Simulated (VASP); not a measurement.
# Eu (Fm-3m) in VASP: relaxation of cell and atoms with PBE

Aim: the relaxation of cell and atoms of Eu with PBE.

All numbers are computed with VASP 6.6.1; they aren't measurements. Logs are shortened: lines on timing, memory, paths and dates and some standing lists are left out, and cuts for length are marked.

## Step 1: The cell of the first run

Symmetry: Fm-3m, No. 225, cubic system. The conventional cell has a = 5.095 Å, b = 5.095 Å, c = 5.095 Å, α = 90.00°, β = 90.00°, γ = 90.00°. Eu (site symmetry m-3m) has 12 Eu at 3.60 Å within 4.7 Å.

This isn't the form of Eu at room conditions, which is bcc.

## Step 2: Relaxation of cell and atoms, PBE, collinear spin, ferromagnetic start

Contents of INCAR:

```
  PREC = Accurate
  ENCUT = 600
  EDIFF = 1E-6
  ISMEAR = -1
  SIGMA = 0.03
  LREAL = False
  LASPH = True
  NELM = 150
  ALGO = Normal
  ISIF = 3
  LWAVE = False
  LCHARG = False
  ISPIN = 2
  MAGMOM = 7
  LORBIT = 11
  LMAXMIX = 6
  GGA = PE
  IBRION = 2
  NSW = 100
  EDIFFG = -0.005
```

Contents of KPOINTS:

```
regular mesh
0
Gamma
  12 12 12
```

Contents of POSCAR:

```
Eu
1.0
    0.0000000000      2.5476755377      2.5476755377
    2.5476755377      0.0000000000      2.5476755377
    2.5476755377      2.5476755377      0.0000000000
Eu
1
Direct
    0.0000000000      0.0000000000      0.0000000000
```

Potentials or basis: VASP PAW PBE potentials, release 64 (Eu).

Started as:

```
$ cat potpaw_PBE.64/Eu/POTCAR > POTCAR
$ mpirun -np 1 vasp_std > vasp.out
```

OUTCAR:

```text
PREC = Accurate
   ENCUT = 600
   EDIFF = 1E-6
   ISMEAR = -1
   LREAL = False
   LASPH = True
   NELM = 150
   ISIF = 3
   ISPIN = 2
   LORBIT = 11
   GGA = PE
   IBRION = 2
   NSW = 100
   EDIFFG = -0.005

 ion  position               nearest neighbor table
   1  0.000  0.000  0.000-

  LATTYP: Found a face centered cubic cell.
 ALAT       =     5.0953510754

  Lattice vectors:

 A1 = (   0.0000000000,   2.5476755377,   2.5476755377)
 A2 = (   2.5476755377,   0.0000000000,   2.5476755377)
 A3 = (   2.5476755377,   2.5476755377,   0.0000000000)

Analysis of symmetry for initial positions (statically):
=====================================================================
 Subroutine PRICEL returns:
 Original cell was already a primitive cell.

 Routine SETGRP: Setting up the symmetry group for a
 face centered cubic supercell.

 Subroutine GETGRP returns: Found 48 space group operations
 (whereof 48 operations were pure point group operations)
 out of a pool of 48 trial point group operations.

The static configuration has the point symmetry O_h .

Analysis of symmetry for dynamics (positions and initial velocities):
=====================================================================
 Subroutine PRICEL returns:
 Original cell was already a primitive cell.

 Routine SETGRP: Setting up the symmetry group for a
 face centered cubic supercell.

 Subroutine GETGRP returns: Found 48 space group operations
 (whereof 48 operations were pure point group operations)
 out of a pool of 48 trial point group operations.

The dynamic configuration has the point symmetry O_h .

Analysis of structural, dynamic, and magnetic symmetry:
=====================================================================
 Subroutine PRICEL returns:
 Original cell was already a primitive cell.

 Routine SETGRP: Setting up the symmetry group for a
 face centered cubic supercell.

 Subroutine GETGRP returns: Found 48 space group operations
 (whereof 48 operations were pure point group operations)
 out of a pool of 48 trial point group operations.

The overall configuration has the point symmetry O_h .

 Subroutine INISYM returns: Found 48 space group operations
 (whereof 48 operations are pure point group operations),
 and found     1 'primitive' translations

----------------------------------------------------------------------------------------

                                     Primitive cell

  volume of cell :      33.0721

  direct lattice vectors                    reciprocal lattice vectors
     0.000000000  2.547675538  2.547675538    -0.196257330  0.196257330  0.196257330
     2.547675538  0.000000000  2.547675538     0.196257330 -0.196257330  0.196257330
     2.547675538  2.547675538  0.000000000     0.196257330  0.196257330 -0.196257330

  length of vectors
     3.602957298  3.602957298  3.602957298     0.339927668  0.339927668  0.339927668

  position of ions in fractional coordinates (direct lattice)
     0.000000000  0.000000000  0.000000000

  ion indices of the primitive-cell ions
   primitive index   ion index
                 1           1

----------------------------------------------------------------------------------------

 KPOINTS: regular mesh

Automatic generation of k-mesh.
 Grid dimensions read from file:
 generate k-points for:   12   12   12

 Generating k-lattice:

  Cartesian coordinates                     Fractional coordinates (reciprocal lattice)
    -0.016354778  0.016354778  0.016354778     0.083333333  0.000000000  0.000000000
     0.016354778 -0.016354778  0.016354778     0.000000000  0.083333333  0.000000000
     0.016354778  0.016354778 -0.016354778     0.000000000  0.000000000  0.083333333

  Length of vectors
     0.028327306  0.028327306  0.028327306

  Shift w.r.t. Gamma in fractional coordinates (k-lattice)
     0.000000000  0.000000000  0.000000000

 Subroutine IBZKPT returns following result:
 ===========================================

 Found     72 irreducible k-points:

 Following reciprocal coordinates:
            Coordinates               Weight
  0.000000  0.000000  0.000000      1.000000
  0.083333  0.000000  0.000000      8.000000
  0.166667  0.000000  0.000000      8.000000
  0.250000  0.000000  0.000000      8.000000
  0.333333  0.000000  0.000000      8.000000
  0.416667  0.000000  0.000000      8.000000
[... 16 lines left out ...]
  0.500000  0.166667  0.000000     24.000000
 -0.416667  0.166667  0.000000     24.000000
 [... further k-points ...]
   k-points           NKPTS =     72   k-points in BZ     NKDIM =     72   number of bands    NBANDS=     16
   number of dos      NEDOS =    301   number of ions     NIONS =      1
   total plane-waves  NPLWV =  27000
   dimension x,y,z NGX =    30 NGY =   30 NGZ =   30
   dimension x,y,z NGXF=    60 NGYF=   60 NGZF=   60
   ions per type =               1
   NGX,Y,Z   is equivalent  to a cutoff of  13.84, 13.84, 13.84 a.u.
   NGXF,Y,Z  is equivalent  to a cutoff of  27.68, 27.68, 27.68 a.u.
 SYSTEM =  unknown system
   PREC   = accura    normal or accurate (medium, high low for compatibility)
   ISTART =      0    job   : 0-new  1-cont  2-samecut
   ICHARG =      2    charge: 1-file 2-atom 10-const
   ISPIN  =      2    spin polarized calculation?
   LNONCOLLINEAR =      F non collinear calculations
   LSORBIT =      F    spin-orbit coupling
   LASPH  =      T    aspherical Exc in radial PAW
   ENCUT  =  600.0 eV  44.10 Ry    6.64 a.u.   7.20  7.20  7.20*2*pi/ulx,y,z
   NELM   =    150;   NELMIN=  2; NELMDL= -5     # of ELM steps
   EDIFF  = 0.1E-05   stopping-criterion for ELM
   LREAL  =      F    real-space projection
   EDIFFG = -.5E-02   stopping-criterion for IOM
   NSW    =    100    number of steps for IOM
   IBRION =      2    ionic relax: 0-MD 1-quasi-New 2-CG
   NFREE  =      1    steps in history (QN), initial steepest desc. (CG)
   ISIF   =      3    stress and relaxation
   ISYM   =      2    0-nonsym 1-usesym 2-fastsym
   POTIM  = 0.5000    time-step for ionic-motion
   TEBEG  =    0.0;   TEEND  =   0.0 temperature during run
   PSTRESS=    0.0 pullay stress
   NELECT =      17.0000    total number of electrons
   NUPDOWN=      -1.0000    fix difference up-down
   EMIN   =  10.00;   EMAX   =-10.00  energy-range for DOS
   EFERMI =   0.00;   METHOD = LEGACY
   ISMEAR =    -1;   SIGMA  =   0.03  broadening in eV -4-tet -1-fermi 0-gaus
   EFERMI_NEDOS =   21; number of points for ismear=-14 and -15
   IALGO  =     38    algorithm
   IMIX   =      4    mixing-type and parameters
     AMIX     =   0.40;   BMIX     =  1.00
     AMIX_MAG =   1.60;   BMIX_MAG =  1.00
  volume/ion in A,a.u.               =      33.07       223.18
  Fermi-wavevector in a.u.,A,eV,Ry     =   1.311406  2.478197 23.399089  1.719785
  Thomas-Fermi vector in A             =   2.441869
   LORBIT       =     11    0 simple, 1 ext, 2 COOP (PROOUT), +10 PAW based schemes
   GGA     = PE    functional components
   LHFCALC =     F    Hartree Fock is set to
   AEXX    =    0.0000 exact exchange contribution
   IVDW    =     0    specifies the selected vdW correction
   LEPSILON=     F    determine dielectric tensor
   LRPA    =     F    only Hartree local field effects (RPA)
 conjugate gradient relaxation of ions
 spin polarized calculation
  energy-cutoff  :      600.00
  volume of cell :       33.07
 maximum number of plane-waves:      1125
 NGX is ok and might be reduce to    30
   NGX = 15   NGY = 15   NGZ = 15

--------------------------------------- Ionic step        1  -------------------------------------------

 number of electron      17.0000002 magnetization       7.4448843

 Free energy of the ion-electron system (eV)
  ---------------------------------------------------
  ext. energy  EPLUGINS =         0.00000000
  ---------------------------------------------------
  free energy    TOTEN  =       -11.36171471 eV

  energy without entropy =      -11.35751591  energy(sigma->0) =      -11.35961531

------------------------ aborting loop because EDIFF is reached ----------------------------------------

  FORCE on cell =-STRESS in cart. coord.  units (eV):
  Direction    XX          YY          ZZ          XY          YZ          ZX
  --------------------------------------------------------------------------------------
  -------------------------------------------------------------------------------------
  Total        1.0362181      1.0362181      1.0362181      0.0000000      0.0000000      0.0000000
  in kB       50.1995036     50.1995036     50.1995036      0.0000000      0.0000000      0.0000000
  external PRESSURE =      50.1995036 kB  Pullay stress =       0.0000000 kB

 VOLUME and BASIS-vectors are now :
 -----------------------------------------------------------------------------
  energy-cutoff  :      600.00
  volume of cell :       33.07
      direct lattice vectors                 reciprocal lattice vectors
     0.000000000  2.547675538  2.547675538    -0.196257330  0.196257330  0.196257330
     2.547675538  0.000000000  2.547675538     0.196257330 -0.196257330  0.196257330
     2.547675538  2.547675538  0.000000000     0.196257330  0.196257330 -0.196257330
[... 71 lines left out ...]
 POSITION                                       TOTAL-FORCE (eV/Angst)
 -----------------------------------------------------------------------------------
      0.00000      0.00000      0.00000         0.000000     -0.000000      0.000000
 -----------------------------------------------------------------------------------
    total drift:                               -0.000000     -0.000000      0.000000

  FREE ENERGIE OF THE ION-ELECTRON SYSTEM (eV)
  ---------------------------------------------------
  free  energy   TOTEN  =       -11.4641758633 eV

  energy  without entropy=      -11.4599318369  energy(sigma->0) =      -11.46205385

--------------------------------------- Ionic step        4  -------------------------------------------

 number of electron      16.9999996 magnetization       7.5466221

 Free energy of the ion-electron system (eV)
  ---------------------------------------------------
  ext. energy  EPLUGINS =         0.00000000
  ---------------------------------------------------
  free energy    TOTEN  =       -11.46455356 eV

  energy without entropy =      -11.46039068  energy(sigma->0) =      -11.46247212

 E-fermi :   2.1884     XC(G=0):  -8.9455

 val. band max:        2.1771050423   @ k =   0.3333   0.3333   0.0000
 cond. band min:       2.2251180468   @ k =   0.4167   0.3333   0.0833
 fundamental gap:      0.0480130045
 Fermi energy:         2.1884250156

 spin component 1

 k-point     1 :       0.0000    0.0000    0.0000
  band No.  band energies     occupation
      1     -39.3859      1.00000
      2     -17.9193      1.00000
      3     -17.9193      1.00000
      4     -17.9193      1.00000
      5      -2.3032      1.00000
      6       1.6110      1.00000
[... 8 lines left out ...]
     15       3.9781      0.00000
     16       5.9824      0.00000
[... 419 lines left out ...]
 k-point    24 :      -0.4167    0.1667    0.0000
  band No.  band energies     occupation
      1     -39.3445      1.00000
      2     -18.3712      1.00000
      3     -18.0773      1.00000
      4     -18.0041      1.00000
      5       0.7836      1.00000
      6       1.6093      1.00000
[... 8 lines left out ...]
     15       4.3469      0.00000
     16       7.0502      0.00000

 [... further k-points ...]

 spin component 2

 k-point     1 :       0.0000    0.0000    0.0000
  band No.  band energies     occupation
      1     -36.2260      1.00000
      2     -15.5354      1.00000
      3     -15.5354      1.00000
      4     -15.5354      1.00000
      5      -1.2577      1.00000
      6       5.1791      0.00000
[... 8 lines left out ...]
     15       6.8031      0.00000
     16       7.2300      0.00000
[... 459 lines left out ...]
 POSITION                                       TOTAL-FORCE (eV/Angst)
 -----------------------------------------------------------------------------------
      0.00000      0.00000      0.00000         0.000000      0.000000      0.000000
 -----------------------------------------------------------------------------------
    total drift:                               -0.000000     -0.000000      0.000000

  FREE ENERGIE OF THE ION-ELECTRON SYSTEM (eV)
  ---------------------------------------------------
  free  energy   TOTEN  =       -11.4645535620 eV

  energy  without entropy=      -11.4603906809  energy(sigma->0) =      -11.46247212

 reached required accuracy - stopping structural energy minimisation

 total charge

# of ion       s       p       d       f       tot
--------------------------------------------------
    1        2.085   5.705   0.332   6.623  14.745

 magnetization (x)

# of ion       s       p       d       f       tot
--------------------------------------------------
    1        0.001  -0.085   0.203   6.621   6.740
```

Run time: 13 min. Hardware: 1 thread of Intel Xeon Platinum 8488C (Sapphire Rapids), shared host; peak memory 0.26 GiB.

Results:

| Quantity | Value |
| --- | --- |
| Free energy | -11.4646 eV |
| Relaxed volume | 40.65 Å³/atom |
| Relaxed cell | a = 3.859 Å, b = 3.859 Å, c = 3.859 Å, α = 60.00°, β = 60.00°, γ = 60.00° |
| Space group after relaxing (to 0.1 Å) | Fm-3m (No. 225) |
| Energy gained by relaxing | 102.8 meV/atom |
| Ionic steps | 4 |
| Pressure after relaxing | 0.0 GPa |
| Net moment | 7.55 μB per cell |
| Site moments | Eu +6.74 μB |
| Valence electrons inside the program's atomic spheres | Eu 14.74 |

Step by step:
```
step  energy change (eV)  largest force (eV/Å)  pressure (GPa)  volume (Å³)
   1              0.0000                0.0000            5.02        33.07
   2             -0.0945                0.0000            1.15        38.28
   3             -0.1025                0.0000           -0.25        41.22
   4             -0.1028                0.0000            0.01        40.65
```

Final structure:
```
CELL_PARAMETERS angstrom
0.00000 2.72898 2.72898
2.72898 0.00000 2.72898
2.72898 2.72898 0.00000
ATOMIC_POSITIONS crystal
Eu 0.00000 0.00000 0.00000
```

Caveat: the volume moved by over 15 % at a fixed basis, so the end points are rough; spin-orbit coupling is left out, which moves the levels of the heavy elements; semilocal functionals describe open f shells poorly, which spoils levels, moments and volumes.
